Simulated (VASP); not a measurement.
# InAg3 (Pm-3m) in VASP: vibrations by perturbation theory with LDA

Aim: the vibrations by perturbation theory of InAg3 with LDA.

Everything below comes from runs of VASP 6.6.1. Logs are shortened: lines on timing, memory, paths and dates and some standing lists are left out, and cuts for length are marked.

## 1. The cell of the first run

Symmetry: Pm-3m, No. 221, cubic system. The conventional cell has a = 4.065 Å, b = 4.065 Å, c = 4.065 Å, α = 90.00°, β = 90.00°, γ = 90.00°. In (site symmetry m-3m) has 12 Ag at 2.87 Å within 3.8 Å. Within 3.8 Å of Ag (site symmetry 4/mmm) lie 4 In at 2.87 Å and 8 Ag at 2.87 Å.

## 2. Vibrations by perturbation theory, LDA

Contents of INCAR:

```
SYSTEM = InAg3
PREC     = Accurate       ! precision mode
ENCUT    = 520            ! plane-wave cutoff, eV
EDIFF    = 1E-8           ! SCF threshold, eV
ISMEAR   = -1             ! smearing method
SIGMA    = 0.15           ! smearing width, eV
LREAL    = .FALSE.        ! projectors in reciprocal space
LASPH    = .TRUE.         ! aspherical terms in the spheres
NELM     = 80             ! most SCF steps
ALGO     = Normal         ! electronic algorithm
ISIF     = 2              ! what is computed and relaxed
LWAVE    = .FALSE.        ! write WAVECAR
LCHARG   = .FALSE.        ! write CHGCAR
NBANDS   = 31             ! bands
IBRION   = 8              ! ionic algorithm
NSW      = 1              ! ionic steps
```

Contents of KPOINTS:

```
Automatic mesh
0
G
  10 10 10
  0 0 0
```

Contents of POSCAR:

```
InAg3
1.0
    4.0652712315      0.0000000000      0.0000000000
    0.0000000000      4.0652712315      0.0000000000
    0.0000000000      0.0000000000      4.0652712315
In Ag
1 3
Direct
    0.0000000000      0.0000000000      0.0000000000
    0.0000000000      0.5000000000      0.5000000000
    0.5000000000      0.0000000000      0.5000000000
    0.5000000000      0.5000000000      0.0000000000
```

Potentials or basis: VASP PAW LDA potentials, release 64 (In_d, Ag).

Launch:

```bash
$ cat potpaw_LDA.64/In_d/POTCAR potpaw_LDA.64/Ag/POTCAR > POTCAR
$ mpirun -np 1 vasp_std > vasp.out
```

OUTCAR:

```text
SYSTEM = InAg3
   PREC = Accurate
   ENCUT = 520
   EDIFF = 1E-8
   ISMEAR = -1
   LREAL = .FALSE.
   LASPH = .TRUE.
   NELM = 80
   ISIF = 2
   IBRION = 8
   NSW = 1

 ion  position               nearest neighbor table
   1  0.000  0.000  0.000-   2 2.87   3 2.87   4 2.87   2 2.87   3 2.87   2 2.87   4 2.87   2 2.87
                             3 2.87   4 2.87   3 2.87   4 2.87
   2  0.000  0.500  0.500-   1 2.87   3 2.87   4 2.87   1 2.87   4 2.87   1 2.87   3 2.87   1 2.87
                             3 2.87   4 2.87   4 2.87   3 2.87
   3  0.500  0.000  0.500-   1 2.87   2 2.87   4 2.87   1 2.87   4 2.87   2 2.87   4 2.87   4 2.87
                             1 2.87   2 2.87   1 2.87   2 2.87
   4  0.500  0.500  0.000-   1 2.87   2 2.87   3 2.87   2 2.87   3 2.87   1 2.87   3 2.87   3 2.87
                             1 2.87   2 2.87   2 2.87   1 2.87

  LATTYP: Found a simple cubic cell.
 ALAT       =     4.0652712315

  Lattice vectors:

 A1 = (   4.0652712315,   0.0000000000,   0.0000000000)
 A2 = (   0.0000000000,   4.0652712315,   0.0000000000)
 A3 = (   0.0000000000,   0.0000000000,   4.0652712315)

Analysis of symmetry for initial positions (statically):
=====================================================================
 Subroutine PRICEL returns:
 Original cell was already a primitive cell.

 Routine SETGRP: Setting up the symmetry group for a
 simple cubic supercell.

 Subroutine GETGRP returns: Found 48 space group operations
 (whereof 48 operations were pure point group operations)
 out of a pool of 48 trial point group operations.

The static configuration has the point symmetry O_h .

Analysis of symmetry for dynamics (positions and initial velocities):
=====================================================================
 Subroutine PRICEL returns:
 Original cell was already a primitive cell.

 Routine SETGRP: Setting up the symmetry group for a
 simple cubic supercell.

 Subroutine GETGRP returns: Found 48 space group operations
 (whereof 48 operations were pure point group operations)
 out of a pool of 48 trial point group operations.

The dynamic configuration has the point symmetry O_h .

 Subroutine INISYM returns: Found 48 space group operations
 (whereof 48 operations are pure point group operations),
 and found     1 'primitive' translations

----------------------------------------------------------------------------------------

                                     Primitive cell

  volume of cell :      67.1844

  direct lattice vectors                    reciprocal lattice vectors
     4.065271231  0.000000000  0.000000000     0.245986047  0.000000000  0.000000000
     0.000000000  4.065271231  0.000000000     0.000000000  0.245986047  0.000000000
     0.000000000  0.000000000  4.065271231     0.000000000  0.000000000  0.245986047

  length of vectors
     4.065271231  4.065271231  4.065271231     0.245986047  0.245986047  0.245986047

  position of ions in fractional coordinates (direct lattice)
     0.000000000  0.000000000  0.000000000
[... 135 lines left out ...]
 fundamental gap:      0.1331543081
 Fermi energy:         9.9751432606

 k-point     1 :       0.0000    0.0000    0.0000
  band No.  band energies     occupation
      1      -4.8881      2.00000
      2      -4.8881      2.00000
      3      -4.8421      2.00000
      4      -4.8421      2.00000
      5      -4.8421      2.00000
      6       0.0188      2.00000
[... 805 lines left out ...]
     30      18.8058      0.00000
     31      18.8434      0.00000

 [... further k-points ...]

------------------------ aborting loop because EDIFF is reached ----------------------------------------

  FORCE on cell =-STRESS in cart. coord.  units (eV):
  Direction    XX          YY          ZZ          XY          YZ          ZX
  --------------------------------------------------------------------------------------
  -------------------------------------------------------------------------------------
  Total        0.9306786      0.9306786      0.9306786     -0.0000000     -0.0000000      0.0000000
  in kB       22.1943139     22.1943139     22.1943139     -0.0000000     -0.0000000      0.0000000
  external PRESSURE =      22.1943139 kB  Pullay stress =       0.0000000 kB

 VOLUME and BASIS-vectors are now :
 -----------------------------------------------------------------------------
  energy-cutoff  :      520.00
  volume of cell :       67.18
      direct lattice vectors                 reciprocal lattice vectors
     4.065271231  0.000000000  0.000000000     0.245986047  0.000000000  0.000000000
     0.000000000  4.065271231  0.000000000     0.000000000  0.245986047  0.000000000
     0.000000000  0.000000000  4.065271231     0.000000000  0.000000000  0.245986047

 POSITION                                       TOTAL-FORCE (eV/Angst)
 -----------------------------------------------------------------------------------
      0.00000      0.00000      0.00000         0.000000      0.000000      0.000000
      0.00000      2.03264      2.03264         0.000000      0.000000      0.000000
      2.03264      0.00000      2.03264         0.000000      0.000000      0.000000
      2.03264      2.03264      0.00000         0.000000      0.000000      0.000000
 -----------------------------------------------------------------------------------
    total drift:                                0.000000      0.000000     -0.000000

  FREE ENERGIE OF THE ION-ELECTRON SYSTEM (eV)
  ---------------------------------------------------
  free  energy   TOTEN  =       -14.8620153385 eV

  energy  without entropy=      -14.7848691472  energy(sigma->0) =      -14.82344224

[... ionic steps 2 to 3 ...]

--------------------------------------- Ionic step        4  -------------------------------------------

------------------------ aborting loop because EDIFF is reached ----------------------------------------

[... ionic steps 5 to 6 ...]

--------------------------------------- Ionic step        7  -------------------------------------------

------------------------ aborting loop because EDIFF is reached ----------------------------------------

--------------------------------------- Ionic step        8  -------------------------------------------

 Free energy of the ion-electron system (eV)
  ---------------------------------------------------
  ---------------------------------------------------
  free energy    TOTEN  =        -0.30125404 eV

  energy without entropy =       -0.30125404

------------------------ aborting loop because EDIFF is reached ----------------------------------------

 INTERNAL STRAIN TENSOR  FOR ION    2  DIRECTION 2   (eV/Angst):
 -----------------------------------------------------------------------------
    -0.00961  0.00000  0.00000
     0.00000  0.00815  0.00000
     0.00000  0.00000  0.02595

 INTERNAL STRAIN TENSOR FOR ION    4 for displacements in x,y,z  (eV/Angst):
          X           Y           Z          XY          YZ          ZX
  --------------------------------------------------------------------------------
  x     0.00000     0.00000     0.00000     0.00000     0.00000     0.00000
  y     0.00000     0.00000     0.00000     0.00000     0.00000     0.00000
  z     0.00000     0.00000     0.00000     0.00000     0.00000     0.00000

 SECOND DERIVATIVES (NOT SYMMETRIZED)
 ------------------------------------
               1X          1Y          1Z          2X          2Y          2Z          3X          3Y          3Z          4X          4Y          4Z
  1X    -5.919337   -0.000000   -0.000000   -0.484219    0.000000    0.000000    3.201778   -0.000000    0.000000    3.201778    0.000000    0.000000
  1Y    -0.000000   -5.919337   -0.000000    0.000000    3.201778    0.000000    0.000000   -0.484219    0.000000    0.000000    3.201778    0.000000
  1Z    -0.000000    0.000000   -5.919337   -0.000000   -0.000000    3.201778   -0.000000    0.000000    3.201778    0.000000    0.000000   -0.484219
  2X    -0.462460    0.000000   -0.000000   -5.289788    0.000000    0.000000    2.876124    0.000000    0.000000    2.876124   -0.000000   -0.000000
  2Y     0.000000    3.222080    0.000000    0.000000   -5.307630    0.000000    0.000000    2.876580    0.000000    0.000000   -0.791030    0.000000
  2Z     0.000000    0.000000    3.222080    0.000000    0.000000   -5.307630    0.000000    0.000000   -0.791030    0.000000    0.000000    2.876580
  3X     3.222080    0.000000    0.000000    2.876580    0.000000    0.000000   -5.307630    0.000000    0.000000   -0.791030    0.000000    0.000000
  3Y     0.000000   -0.462460    0.000000    0.000000    2.876124   -0.000000    0.000000   -5.289788    0.000000   -0.000000    2.876124    0.000000
  3Z     0.000000    0.000000    3.222080    0.000000    0.000000   -0.791030    0.000000    0.000000   -5.307630    0.000000    0.000000    2.876580
  4X     3.222080    0.000000    0.000000    2.876580    0.000000    0.000000   -0.791030    0.000000    0.000000   -5.307630    0.000000    0.000000
  4Y     0.000000    3.222080    0.000000    0.000000   -0.791030    0.000000    0.000000    2.876580    0.000000    0.000000   -5.307630    0.000000
  4Z    -0.000000   -0.000000   -0.462460    0.000000    0.000000    2.876124    0.000000    0.000000    2.876124   -0.000000   -0.000000   -5.289788

 Eigenvectors and eigenvalues of the dynamical matrix
 ----------------------------------------------------

   1 f  =    5.212509 THz    32.751158 2PiTHz  173.870575 cm-1    21.557194 meV
             X         Y         Z           dx          dy          dz
      0.000000  0.000000  0.000000     0.000000    0.000000    0.521595
      0.000000  2.032636  2.032636     0.000000   -0.000000   -0.504208
      2.032636  0.000000  2.032636    -0.000000    0.000000   -0.504208
      2.032636  2.032636  0.000000    -0.000000   -0.000000    0.468494
[... 71 lines left out ...]
  12 f/i=    0.010445 THz     0.065627 2PiTHz    0.348401 cm-1     0.043196 meV
             X         Y         Z           dx          dy          dz
      0.000000  0.000000  0.000000    -0.086076    0.285896   -0.418541
      0.000000  2.032636  2.032636    -0.082771    0.275602   -0.403471
      2.032636  0.000000  2.032636    -0.082976    0.274921   -0.403471
      2.032636  2.032636  0.000000    -0.082976    0.275602   -0.402475

--------------------------------------------------------------------------------------------------------

 ELASTIC MODULI CONTR FROM IONIC RELAXATION (kBar)
 Direction    XX          YY          ZZ          XY          YZ          ZX
 --------------------------------------------------------------------------------
 XX           0.0000      0.0000      0.0000      0.0000      0.0000      0.0000
 YY           0.0000      0.0000      0.0000      0.0000      0.0000      0.0000
 ZZ           0.0000      0.0000      0.0000      0.0000      0.0000      0.0000
 XY           0.0000      0.0000      0.0000      0.0000      0.0000      0.0000
 YZ           0.0000      0.0000      0.0000      0.0000      0.0000      0.0000
 ZX           0.0000      0.0000      0.0000      0.0000      0.0000      0.0000
 --------------------------------------------------------------------------------
```

Run time: 25 min. Hardware: 1 thread of Intel Xeon 8259CL, shared host; peak memory 0.89 GiB.

What came out:

```yaml
Highest_phonon_frequency_at_Γ: 174 cm⁻¹
```

Phonon frequencies in cm⁻¹ (negative: imaginary):
```tsv
q point	frequencies
(0.000, 0.000, 0.000)	0 0 0 107 107 107 112 112 112 174 174 174
```

Caveat: the cell stands under pressure or tension, which shifts response properties; spin-orbit coupling is left out, which moves the levels of the heavy elements.
